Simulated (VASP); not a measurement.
Runs of VASP 6.6.1 on KCl. The structure is that of space group I4/mmm (No. 139), or close to it. The cells are those of the table. 

| cell | gap on the mesh (eV) | pressure (GPa) |
| --- | --- | --- |
| a = 4.197, b = 4.197, c = 4.285 Å, angles 59.3, 59.3, 61.4°, 2 atoms | (c) | (b) |
| a = 4.289, b = 4.289, c = 4.106 Å, angles 61.4, 61.4, 57.2°, 2 atoms | 6.32 | 5.1 |
| a = 4.375, b = 4.375, c = 4.463 Å, angles 59.3, 59.3, 61.3°, 2 atoms | (d) | 0.8 |
| a = 4.478, b = 4.478, c = 4.106 Å, angles 62.7, 62.7, 54.6°, 2 atoms | 5.89 | 3.7 |
| a = 4.382, b = 4.382, c = 4.106 Å, angles 62.1, 62.1, 55.9°, 2 atoms | (a) | 4.3 |
| a = 4.289, b = 4.289, c = 4.463 Å, angles 58.6, 58.6, 62.7°, 2 atoms | 5.97 | 2.3 |

Alike in all rows: task single point; level r2SCAN; potentials or basis VASP PAW PBE potentials, release 64 (K_sv, Cl); no spin polarisation; k mesh 6 × 6 × 6; cutoff (eV) 550; smearing gaussian 0.05 eV.

**Question.** Estimate the missing entries.

**Answer.** (a) 6.09; (b) 4.6; (c) 6.37; (d) 5.91.

Caveats: the PAW data sets were made with another functional, which shifts forces and pressure a little; the cell stands under pressure (at least some runs); the stress differs along the axes, from 1 to 7 GPa (at least some runs); the stress differs along the axes, from -2 to 6 GPa (at least some runs); the stress differs along the axes, from -1 to 7 GPa (at least some runs); the stress differs along the axes, from 0 to 6 GPa (at least some runs).

A k mesh can miss the band edges.
